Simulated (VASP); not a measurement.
**ScSbSe3: single point with PBE**

Crystal: ScSbSe3.

```xyz
5
Lattice="5.6365 0.0000 0.0000 -2.8183 4.8814 0.0000 0.0000 0.0000 5.7211" Properties=species:S:1:pos:R:3 pbc="T T T"
Sc    0.0000    0.0000    2.8606
Sb    0.0000    0.0000    0.0000
Se    2.8183    0.0000    2.8606
Se   -1.4091    2.4407    2.8606
Se    1.4091    2.4407    2.8606
```

The cell was generated, and may not be a known phase.

```yaml
Program: VASP 6.6.1
Task: single point
Functional: PBE
Potentials_or_basis: VASP PAW PBE potentials, release 64 (Sc_sv, Sb, Se)
Cutoff: 520 eV
k_mesh: 12 × 12 × 8
Occupations: gaussian, width 0.1 eV
Spin: no spin polarisation
Dipole_correction: no
Further_INCAR_settings: ALGO = Fast; EDIFF = 1e-07; NBANDS = 25
```

The pressure is 0.0 GPa. The band gap on the k mesh is zero (bands 17 and 18 overlap by 0.75 eV).

Levels at points of the mesh, in eV from the Fermi level:
| k point | band 15 | band 16 | band 17 | band 18 | band 19 | band 20 |
| --- | --- | --- | --- | --- | --- | --- |
| (0.00, 0.00, 0.00) | 0.10 | 0.29 | 0.29 | 1.13 | 1.13 | 1.44 |
| (0.50, 0.00, 0.00) | -1.75 | -1.10 | -0.66 | -0.24 | 0.20 | 1.95 |
| (0.00, 0.00, 0.50) | -0.80 | -0.80 | -0.80 | 1.45 | 1.93 | 1.93 |
| (0.50, 0.00, 0.50) | -1.86 | -1.74 | -1.73 | 0.51 | 0.62 | 2.05 |

Wall time 15 min on 1 thread of Oxide Virtual Turin-like Processor, on a shared host, peak memory 0.52 GiB.

Caveat: spin-orbit coupling is left out, which moves the levels of the heavy elements.
